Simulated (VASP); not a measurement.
# Rh (Im-3m) in VASP: further runs

The runs below take Rh through single point, relaxation of cell and atoms, with PBE.

Everything below comes from runs of VASP 6.6.1. Logs are shortened: lines on timing, memory, paths and dates and some standing lists are left out, and cuts for length are marked.

## Step 1: The cell of the first run

The structure is cubic, space group Im-3m (No. 229). Conventional cell: a = 3.113 Å, b = 3.113 Å, c = 3.113 Å, α = 90.00°, β = 90.00°, γ = 90.00°. Within 3.6 Å of Rh (site symmetry m-3m) lie 14 Rh at 2.70 to 3.11 Å.

This isn't the form of Rh at room conditions, which is fcc.

## Step 2: Single point, PBE, collinear spin, ferromagnetic start (15.09 Å³/atom)

The input, INCAR:

```
SYSTEM = Rh
PREC = Accurate
ENCUT = 520
EDIFF = 1E-7
ISMEAR = -1
SIGMA = 0.05
LREAL = .FALSE.
LASPH = .TRUE.
NELM = 150
ALGO = Normal
ISIF = 2
LWAVE = .FALSE.
LCHARG = .TRUE.
ISPIN = 2
MAGMOM = 0.466
LORBIT = 11
LMAXMIX = 4
GGA = PE
LELF = .TRUE.
LVHAR = .TRUE.
NBANDS = 18
```

The input, KPOINTS:

```
Automatic mesh
0
G
  16 16 16
  0 0 0
```

The input, POSCAR:

```
Rh
1.0
   -1.5566007187      1.5566007187      1.5566007187
    1.5566007187     -1.5566007187      1.5566007187
    1.5566007187      1.5566007187     -1.5566007187
Rh
1
Direct
    0.0000000000      0.0000000000      0.0000000000
```

Potentials or basis: VASP PAW PBE potentials, release 64 (Rh_pv).

Command:

```sh
$ cat potpaw_PBE.64/Rh_pv/POTCAR > POTCAR
$ mpirun -np 1 vasp_std > vasp.out
```

OUTCAR:

```text
SYSTEM = Rh
   PREC = Accurate
   ENCUT = 520
   EDIFF = 1E-7
   ISMEAR = -1
   LREAL = .FALSE.
   LASPH = .TRUE.
   NELM = 150
   ISIF = 2
   ISPIN = 2
   LORBIT = 11
   GGA = PE

 ion  position               nearest neighbor table
   1  0.000  0.000  0.000-

  LATTYP: Found a body centered cubic cell.
 ALAT       =     3.1132014374

  Lattice vectors:

 A1 = (  -1.5566007187,   1.5566007187,   1.5566007187)
 A2 = (   1.5566007187,  -1.5566007187,   1.5566007187)
 A3 = (   1.5566007187,   1.5566007187,  -1.5566007187)

Analysis of symmetry for initial positions (statically):
=====================================================================
 Subroutine PRICEL returns:
 Original cell was already a primitive cell.

 Routine SETGRP: Setting up the symmetry group for a
 body centered cubic supercell.

 Subroutine GETGRP returns: Found 48 space group operations
 (whereof 48 operations were pure point group operations)
 out of a pool of 48 trial point group operations.

The static configuration has the point symmetry O_h .

Analysis of symmetry for dynamics (positions and initial velocities):
=====================================================================
 Subroutine PRICEL returns:
 Original cell was already a primitive cell.

 Routine SETGRP: Setting up the symmetry group for a
 body centered cubic supercell.

 Subroutine GETGRP returns: Found 48 space group operations
 (whereof 48 operations were pure point group operations)
 out of a pool of 48 trial point group operations.

The dynamic configuration has the point symmetry O_h .

Analysis of structural, dynamic, and magnetic symmetry:
=====================================================================
 Subroutine PRICEL returns:
 Original cell was already a primitive cell.

 Routine SETGRP: Setting up the symmetry group for a
 body centered cubic supercell.

 Subroutine GETGRP returns: Found 48 space group operations
 (whereof 48 operations were pure point group operations)
 out of a pool of 48 trial point group operations.

The overall configuration has the point symmetry O_h .

 Subroutine INISYM returns: Found 48 space group operations
 (whereof 48 operations are pure point group operations),
 and found     1 'primitive' translations

----------------------------------------------------------------------------------------

                                     Primitive cell

  volume of cell :      15.0866

  direct lattice vectors                    reciprocal lattice vectors
    -1.556600719  1.556600719  1.556600719     0.000000000  0.321212752  0.321212752
     1.556600719 -1.556600719  1.556600719     0.321212752  0.000000000  0.321212752
     1.556600719  1.556600719 -1.556600719     0.321212752  0.321212752  0.000000000

  length of vectors
     2.696111532  2.696111532  2.696111532     0.454263430  0.454263430  0.454263430

  position of ions in fractional coordinates (direct lattice)
     0.000000000  0.000000000  0.000000000

  ion indices of the primitive-cell ions
   primitive index   ion index
                 1           1

----------------------------------------------------------------------------------------

 KPOINTS: Automatic mesh

Automatic generation of k-mesh.
 Grid dimensions read from file:
 generate k-points for:   16   16   16

 Generating k-lattice:

  Cartesian coordinates                     Fractional coordinates (reciprocal lattice)
     0.000000000  0.020075797  0.020075797     0.062500000  0.000000000  0.000000000
     0.020075797  0.000000000  0.020075797     0.000000000  0.062500000  0.000000000
     0.020075797  0.020075797  0.000000000     0.000000000  0.000000000  0.062500000

  Length of vectors
     0.028391464  0.028391464  0.028391464

  Shift w.r.t. Gamma in fractional coordinates (k-lattice)
     0.000000000  0.000000000  0.000000000

 Subroutine IBZKPT returns following result:
 ===========================================

 Found    145 irreducible k-points:

 Following reciprocal coordinates:
            Coordinates               Weight
  0.000000  0.000000  0.000000      1.000000
  0.062500  0.000000  0.000000     12.000000
  0.125000  0.000000  0.000000     12.000000
  0.187500  0.000000  0.000000     12.000000
  0.250000  0.000000  0.000000     12.000000
  0.312500  0.000000  0.000000     12.000000
[... 16 lines left out ...]
  0.187500  0.187500  0.000000     24.000000
  0.250000  0.187500  0.000000     48.000000
 [... further k-points ...]
   k-points           NKPTS =    145   k-points in BZ     NKDIM =    145   number of bands    NBANDS=     18
   number of dos      NEDOS =    301   number of ions     NIONS =      1
   total plane-waves  NPLWV =   8000
   dimension x,y,z NGX =    20 NGY =   20 NGZ =   20
   dimension x,y,z NGXF=    40 NGYF=   40 NGZF=   40
   ions per type =               1
   NGX,Y,Z   is equivalent  to a cutoff of  12.33, 12.33, 12.33 a.u.
   NGXF,Y,Z  is equivalent  to a cutoff of  24.66, 24.66, 24.66 a.u.
 SYSTEM =  Rh
[... 99 lines left out ...]
     18      43.9960      0.00000

 k-point     4 :       0.1875    0.0000    0.0000
  band No.  band energies     occupation
      1     -36.2030      1.00000
      2     -36.0909      1.00000
      3     -36.0333      1.00000
      4       4.1805      1.00000
      5       6.9499      1.00000
      6       7.3985      1.00000
[... 375 lines left out ...]
      4       5.1092      1.00000
      5       6.1823      1.00000
      6       8.8853      1.00000
[... 10 lines left out ...]
     17      43.5568      0.00000
     18      43.8917      0.00000

 k-point    23 :       0.1875    0.1875    0.0000
  band No.  band energies     occupation
      1     -36.3993      1.00000
      2     -36.1644      1.00000
      3     -36.0716      1.00000
      4       5.5488      1.00000
      5       6.6789      1.00000
      6       7.0576      1.00000
[... 10 lines left out ...]
     17      41.4802      0.00000
     18      42.5910      0.00000

 k-point    24 :       0.2500    0.1875    0.0000
  band No.  band energies     occupation
      1     -36.4541      1.00000
      2     -36.2098      1.00000
      3     -36.0785      1.00000
      4       5.6381      1.00000
      5       6.4943      1.00000
      6       7.4658      1.00000
[... 10 lines left out ...]
     17      41.4149      0.00000
     18      43.2499      0.00000

 [... further k-points ...]

 spin component 2

 k-point     1 :       0.0000    0.0000    0.0000
  band No.  band energies     occupation
      1     -35.5676      1.00000
      2     -35.5676      1.00000
      3     -35.5676      1.00000
      4       3.0356      1.00000
      5       7.7053      1.00000
      6       7.7053      1.00000
[... 10 lines left out ...]
     17      40.0368      0.00000
     18      40.0368      0.00000

 k-point     2 :       0.0625    0.0000    0.0000
  band No.  band energies     occupation
      1     -35.5890      1.00000
      2     -35.5747      1.00000
      3     -35.5675      1.00000
      4       3.1883      1.00000
      5       7.6461      1.00000
      6       7.7045      1.00000
[... 10 lines left out ...]
     17      39.6908      0.00000
     18      41.6859      0.00000

 k-point     3 :       0.1250    0.0000    0.0000
  band No.  band energies     occupation
      1     -35.6496      1.00000
      2     -35.5952      1.00000
      3     -35.5674      1.00000
      4       3.6248      1.00000
      5       7.4814      1.00000
      6       7.6955      1.00000
[... 10 lines left out ...]
     17      39.5937      0.00000
     18      44.1096      0.00000

 k-point     4 :       0.1875    0.0000    0.0000
  band No.  band energies     occupation
      1     -35.7396      1.00000
      2     -35.6256      1.00000
      3     -35.5672      1.00000
      4       4.2607      1.00000
      5       7.2450      1.00000
      6       7.6961      1.00000
[... 375 lines left out ...]
      4       5.3752      1.00000
      5       6.4582      1.00000
      6       9.2705      1.00000
[... 10 lines left out ...]
     17      43.6165      0.00000
     18      44.0840      0.00000

 k-point    23 :       0.1875    0.1875    0.0000
  band No.  band energies     occupation
      1     -35.9388      1.00000
      2     -35.7002      1.00000
      3     -35.6060      1.00000
      4       5.7215      1.00000
      5       6.9953      1.00000
      6       7.2941      1.00000
[... 10 lines left out ...]
     17      41.6070      0.00000
     18      42.7186      0.00000

 k-point    24 :       0.2500    0.1875    0.0000
  band No.  band energies     occupation
      1     -35.9945      1.00000
      2     -35.7463      1.00000
      3     -35.6130      1.00000
      4       5.8652      1.00000
      5       6.7994      1.00000
      6       7.7044      1.00000
[... 10 lines left out ...]
     17      41.5339      0.00000
     18      43.4164      0.00000

 [... further k-points ...]

------------------------ aborting loop because EDIFF is reached ----------------------------------------

  FORCE on cell =-STRESS in cart. coord.  units (eV):
  Direction    XX          YY          ZZ          XY          YZ          ZX
  --------------------------------------------------------------------------------------
  -------------------------------------------------------------------------------------
  Total       -0.7358130     -0.7358130     -0.7358130      0.0000000     -0.0000000      0.0000000
  in kB      -78.1423308    -78.1423308    -78.1423308      0.0000000     -0.0000000      0.0000000
  external PRESSURE =     -78.1423308 kB  Pullay stress =       0.0000000 kB

 VOLUME and BASIS-vectors are now :
 -----------------------------------------------------------------------------
  energy-cutoff  :      520.00
  volume of cell :       15.09
      direct lattice vectors                 reciprocal lattice vectors
    -1.556600719  1.556600719  1.556600719     0.000000000  0.321212752  0.321212752
     1.556600719 -1.556600719  1.556600719     0.321212752  0.000000000  0.321212752
     1.556600719  1.556600719 -1.556600719     0.321212752  0.321212752  0.000000000

 POSITION                                       TOTAL-FORCE (eV/Angst)
 -----------------------------------------------------------------------------------
      0.00000      0.00000      0.00000        -0.000000     -0.000000      0.000000
 -----------------------------------------------------------------------------------
    total drift:                                0.000000     -0.000000      0.000000

  FREE ENERGIE OF THE ION-ELECTRON SYSTEM (eV)
  ---------------------------------------------------
  free  energy   TOTEN  =        -6.9067605736 eV

  energy  without entropy=       -6.8908947047  energy(sigma->0) =       -6.89882764

 total charge

# of ion       s       p       d       tot
------------------------------------------
    1        0.370   6.234   7.053  13.657

 magnetization (x)

# of ion       s       p       d       tot
------------------------------------------
    1        0.002  -0.004   0.579   0.577
```

Wall time 95 s (1 thread of Intel Xeon 8259CL, shared host); peak memory 0.17 GiB.

What came out:

```
Free energy                                           : -6.9068 eV
Pressure                                              : -7.8 GPa
Net moment                                            : 0.57 μB per cell
Site moments                                          : Rh +0.58 μB
Valence electrons inside the program's atomic spheres : Rh 13.66
```

Levels at points of the mesh, in eV from the Fermi level:
Spin up:
```csv
k point,band 6,band 7,band 8,band 9,band 10,band 11
"(0.00, 0.00, 0.00)",-2.80,-2.80,-0.76,-0.76,18.28,18.28
"(0.50, 0.00, 0.00)",-0.78,-0.47,1.16,1.30,8.38,14.37
"(0.50, 0.50, 0.50)",0.72,0.72,0.72,9.03,9.03,9.03
```
Spin down:
```csv
k point,band 4,band 5,band 6,band 7,band 8,band 9,band 10,band 11
"(0.00, 0.00, 0.00)",-7.16,-2.49,-2.49,-2.49,-0.17,-0.17,18.30,18.30
"(0.50, 0.00, 0.00)",-5.16,-3.85,-0.27,0.13,1.34,1.53,8.64,14.43
"(0.50, 0.50, 0.50)",-5.04,-5.04,1.08,1.08,1.08,9.10,9.10,9.10
```

Caveat: the cell stands under tension.

## Step 3: Single point, PBE, collinear spin, ferromagnetic start (15.67 Å³/atom)

This run uses another cell than the first one, of 15.67 Å³/atom.

The input, INCAR:

```
SYSTEM = Rh
  ALGO = Normal
  EDIFF = 1E-6
  ENCUT = 520
  GGA = PE
  ISIF = 2
  ISMEAR = -1
  ISPIN = 2
  LASPH = .True.
  LCHARG = .False.
  LMAXMIX = 4
  LORBIT = 11
  LREAL = .False.
  LWAVE = .False.
  MAGMOM = 0.466
  NBANDS = 18
  NELM = 150
  PREC = Accurate
  SIGMA = 0.05
```

The input, KPOINTS:

```
k-points
0
Gamma
  16 16 16
  0 0 0
```

The input, POSCAR:

```
Rh
1.0
   -1.5763066172      1.5763066172      1.5763066172
    1.5763066172     -1.5763066172      1.5763066172
    1.5763066172      1.5763066172     -1.5763066172
Rh
1
Direct
    0.0000000000      0.0000000000      0.0000000000
```

Potentials or basis: VASP PAW PBE potentials, release 64 (Rh_pv).

Command:

```sh
$ cat potpaw_PBE.64/Rh_pv/POTCAR > POTCAR
$ mpirun -np 1 vasp_std > vasp.out
```

Wall time 82 s (1 thread of Intel Xeon 8259CL, shared host); peak memory 0.17 GiB.

It converged, with:

```
Free energy                                           : -6.8670 eV
Pressure                                              : -14.1 GPa
Net moment                                            : 0.62 μB per cell
Site moments                                          : Rh +0.63 μB
Valence electrons inside the program's atomic spheres : Rh 13.60
```

Levels at points of the mesh, in eV from the Fermi level:
Spin up:
```
           k point  band 4  band 5  band 6  band 7  band 8  band 9  band 10  band 11  band 12  band 13
(0.00, 0.00, 0.00)   -6.99   -2.68   -2.68   -2.68   -0.77   -0.77    18.18    18.18    18.18    20.82
(0.50, 0.00, 0.00)   -5.17   -3.93   -0.79   -0.51    1.04    1.31     7.98    14.26    17.14    20.82
(0.50, 0.50, 0.50)   -5.17   -5.17    0.63    0.63    0.63    8.85     8.85     8.85    17.20    17.43
```
Spin down:
```tsv
k point	band 4	band 5	band 6	band 7	band 8	band 9	band 10	band 11
(0.00, 0.00, 0.00)	-6.92	-2.34	-2.34	-2.34	-0.13	-0.13	18.20	18.20
(0.50, 0.00, 0.00)	-4.88	-3.63	-0.24	0.14	1.35	1.44	8.27	14.32
(0.50, 0.50, 0.50)	-4.73	-4.73	1.02	1.02	1.02	8.91	8.91	8.91
```

Caveat: the cell stands under tension.

## Step 4: Single point, PBE, collinear spin, ferromagnetic start (16.25 Å³/atom)

This run uses another cell than the first one, of 16.25 Å³/atom.

The input, INCAR:

```
SYSTEM = Rh
PREC     = Accurate       ! precision mode
ENCUT    = 520            ! plane-wave cutoff, eV
EDIFF    = 1E-6           ! SCF threshold, eV
ISMEAR   = -1             ! smearing method
SIGMA    = 0.05           ! smearing width, eV
LREAL    = .FALSE.        ! projectors in reciprocal space
LASPH    = .TRUE.         ! aspherical terms in the spheres
NELM     = 150            ! most SCF steps
ALGO     = Normal         ! electronic algorithm
ISIF     = 2              ! what is computed and relaxed
LWAVE    = .FALSE.        ! write WAVECAR
LCHARG   = .FALSE.        ! write CHGCAR
ISPIN    = 2              ! spin polarisation
MAGMOM   = 0.466          ! initial moments
LORBIT   = 11             ! projections on sites
LMAXMIX  = 4              ! l up to which the mixer works
GGA      = PE             ! functional
NBANDS   = 18             ! bands
```

The input, KPOINTS:

```
regular mesh
0
G
  16 16 16
  0 0 0
```

The input, POSCAR:

```
Rh
1.0
   -1.5955317634      1.5955317634      1.5955317634
    1.5955317634     -1.5955317634      1.5955317634
    1.5955317634      1.5955317634     -1.5955317634
Rh
1
Direct
    0.0000000000      0.0000000000      0.0000000000
```

Command:

```sh
$ cat potpaw_PBE.64/Rh_pv/POTCAR > POTCAR
$ mpirun -np 1 vasp_std > vasp.out
```

Wall time 1.8 min (1 thread of Intel Xeon 8259CL, shared host); peak memory 0.19 GiB.

It converged, with:

| Item | Value |
| --- | --- |
| Free energy | -6.8072 eV |
| Pressure | -18.9 GPa |
| Net moment | 0.67 μB per cell |
| Site moments | Rh +0.68 μB |
| Valence electrons inside the program's atomic spheres | Rh 13.56 |

Levels at points of the mesh, in eV from the Fermi level:
Spin up:
| k point | band 5 | band 6 | band 7 | band 8 | band 9 | band 10 | band 11 | band 12 |
| --- | --- | --- | --- | --- | --- | --- | --- | --- |
| (0.00, 0.00, 0.00) | -2.57 | -2.57 | -2.57 | -0.78 | -0.78 | 18.08 | 18.08 | 18.08 |
| (0.50, 0.00, 0.00) | -3.75 | -0.80 | -0.54 | 0.94 | 1.33 | 7.62 | 14.15 | 16.74 |
| (0.50, 0.50, 0.50) | -4.93 | 0.55 | 0.55 | 0.55 | 8.67 | 8.67 | 8.67 | 16.54 |
Spin down:
| k point | band 4 | band 5 | band 6 | band 7 | band 8 | band 9 | band 10 | band 11 |
| --- | --- | --- | --- | --- | --- | --- | --- | --- |
| (0.00, 0.00, 0.00) | -6.69 | -2.21 | -2.21 | -2.21 | -0.10 | -0.10 | 18.10 | 18.10 |
| (0.50, 0.00, 0.00) | -4.63 | -3.43 | -0.22 | 0.15 | 1.36 | 1.37 | 7.93 | 14.21 |
| (0.50, 0.50, 0.50) | -4.45 | -4.45 | 0.97 | 0.97 | 0.97 | 8.74 | 8.74 | 8.74 |

Caveat: the cell stands under tension.

## Step 5: Relaxation of cell and atoms, PBE, collinear spin, ferromagnetic start

This run uses another cell than the first one, of 13.75 Å³/atom.

The input, INCAR:

```
SYSTEM = Rh
  PREC = Accurate
  ENCUT = 600
  EDIFF = 1E-6
  ISMEAR = -1
  SIGMA = 0.05
  LREAL = .False.
  LASPH = .True.
  NELM = 150
  ALGO = Normal
  ISIF = 3
  LWAVE = .False.
  LCHARG = .False.
  ISPIN = 2
  MAGMOM = 1
  LORBIT = 11
  LMAXMIX = 4
  GGA = PE
  IBRION = 2
  NSW = 80
  EDIFFG = -0.01
```

The input, KPOINTS:

```
regular mesh
0
Gamma
  15 15 15
  0 0 0
```

The input, POSCAR:

```
Rh
1.0
   -1.5092612352      1.5092612352      1.5092612352
    1.5092612352     -1.5092612352      1.5092612352
    1.5092612352      1.5092612352     -1.5092612352
Rh
1
Direct
    0.0000000000      0.0000000000      0.0000000000
```

Command:

```sh
$ cat potpaw_PBE.64/Rh_pv/POTCAR > POTCAR
$ mpirun -np 1 vasp_std > vasp.out
```

It took 2.8 min on 1 thread of Intel Xeon 8259CL, shared host; peak memory 0.19 GiB.

The run converged. Its results:

| Quantity | Value |
| --- | --- |
| Free energy | -6.9163 eV |
| Relaxed volume | 14.51 Å³/atom |
| Relaxed cell | a = 2.661 Å, b = 2.661 Å, c = 2.661 Å, α = 109.47°, β = 109.47°, γ = 109.47° |
| Space group after relaxing (to 0.1 Å) | Im-3m (No. 229) |
| Energy gained by relaxing | 30.7 meV/atom |
| Ionic steps | 4 |
| Pressure after relaxing | 0.0 GPa |
| Net moment | 0.42 μB per cell |
| Site moments | Rh +0.43 μB |
| Valence electrons inside the program's atomic spheres | Rh 13.72 |

The path:
```tsv
step	energy change (eV)	largest force (eV/Å)	pressure (GPa)	volume (Å³)
1	0.0000	0.0000	13.90	13.75
2	0.0878	0.0000	-18.61	16.27
3	-0.0307	0.0000	-0.30	14.52
4	-0.0307	0.0000	-0.02	14.51
```

Final structure:
```yaml
crystal:
  lattice:
    - [-1.53638, 1.53638, 1.53638]
    - [1.53638, -1.53638, 1.53638]
    - [1.53638, 1.53638, -1.53638]
  atoms:
    - { symbol: Rh, position: [0.00000, 0.00000, 0.00000] }
```

Levels at points of the mesh, in eV from the Fermi level:
Spin up:
```
           k point  band 5  band 6  band 7  band 8  band 9  band 10  band 11  band 12
(0.00, 0.00, 0.00)   -2.90   -2.90   -2.90   -0.69   -0.69    18.36    18.36    18.36
```
Spin down:
```tsv
k point	band 3	band 4	band 5	band 6	band 7	band 8	band 9	band 10	band 11	band 12
(0.00, 0.00, 0.00)	-45.86	-7.43	-2.68	-2.68	-2.68	-0.26	-0.26	18.39	18.39	18.39
```

## Step 6: The runs side by side

```csv
task,cell,k mesh,cutoff (eV),gap on the mesh (eV),pressure (GPa),moment (μB)
single point,"a = 2.696 Å, angles 109.5°, 1 atom",16 × 16 × 16,520,none,-7.8,0.57
single point,"a = 2.730 Å, angles 109.5°, 1 atom",16 × 16 × 16,520,none,-14.1,0.62
single point,"a = 2.764 Å, angles 109.5°, 1 atom",16 × 16 × 16,520,none,-18.9,0.67
relaxation of cell and atoms,"relaxed from a = 2.614 Å, angles 109.5°, 1 atom",15 × 15 × 15,600,none,0.0,0.42
```

Alike in all rows: level PBE; potentials or basis VASP PAW PBE potentials, release 64 (Rh_pv); spin collinear, ferromagnetic start; smearing fermi-dirac 0.05 eV.

Caveats: the cell stands under tension (at least some runs).

Absolute energies hang on the potentials; compare differences alone.
